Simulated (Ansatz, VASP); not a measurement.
C: VASP beside Ansatz

```
C
1.0
     2.45589    0.00000    0.00000
    -1.22795    2.12686    0.00000
     0.00000    0.00000    7.12028
C
4
Direct
  0.00000 0.00000 0.00250
  0.00000 0.00000 0.50250
  0.33333 0.66667 0.00250
  0.66667 0.33333 0.50250
```

Change from the starting cell: strain +0.0100 x Voigt [0, 0, 1, 0, 0, 0], atoms carried along.

Alike in both runs: task single point; functional r2SCAN; k mesh 24 × 24 × 8; occupations gaussian, width 0.15 eV; no spin polarisation.

|  | VASP | Ansatz |
| --- | --- | --- |
| version | VASP 6.6.1 | Ansatz 0.2.0 |
| potentials or method | VASP PAW PBE potentials, release 64 (C), cutoff 520 eV | scalar-relativistic, plane waves, PAW |
| valence electrons in the cell | 16 | 16 |

```csv
,VASP,Ansatz,Ansatz less VASP
gap on the k mesh at the Fermi level (eV),none,none,-
pressure (GPa),0.6,-0.1,-0.63
"traceless stress, the component that is largest in VASP (GPa)",-0.87,-0.13,+0.742
```

VASP's potentials were made for PBE, not for r2SCAN. A gap of «none» marks a metal or a gap that the smearing closes.
